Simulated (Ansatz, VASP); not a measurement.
Two plane-wave programs on Cd

```
Cd
1.0
     3.01485    0.00000    0.00000
    -1.50742    2.61094    0.00000
     0.00000    0.00000   11.65529
Cd
4
Direct
  0.33333 0.66667 0.12500
  0.33333 0.66667 0.62500
  0.66667 0.33333 0.37500
  0.66667 0.33333 0.87500
```

Alike in both runs: task single point; functional PBE; k mesh 12 × 12 × 4; occupations gaussian, width 0.15 eV; no spin polarisation.

```csv
,VASP,Ansatz
version,VASP 6.6.1,Ansatz 0.2.0
potentials or method,"VASP PAW PBE potentials, release 64 (Cd), cutoff 500 eV","scalar-relativistic, plane waves, PAW"
valence electrons in the cell,48,80
```

|  | VASP | Ansatz | Ansatz less VASP |
| --- | --- | --- | --- |
| gap on the k mesh at the Fermi level (eV) | none | none | - |
| pressure (GPa) | 0.3 | 0.0 | -0.27 |
| traceless stress, the component that is largest in VASP (GPa) | 0.60 | 0.72 | +0.122 |

A gap of «none» marks a metal or a gap that the smearing closes. VASP's potentials hold 48 valence electrons a cell and Ansatz's 80, so a difference there can come from the potentials and not from the codes.
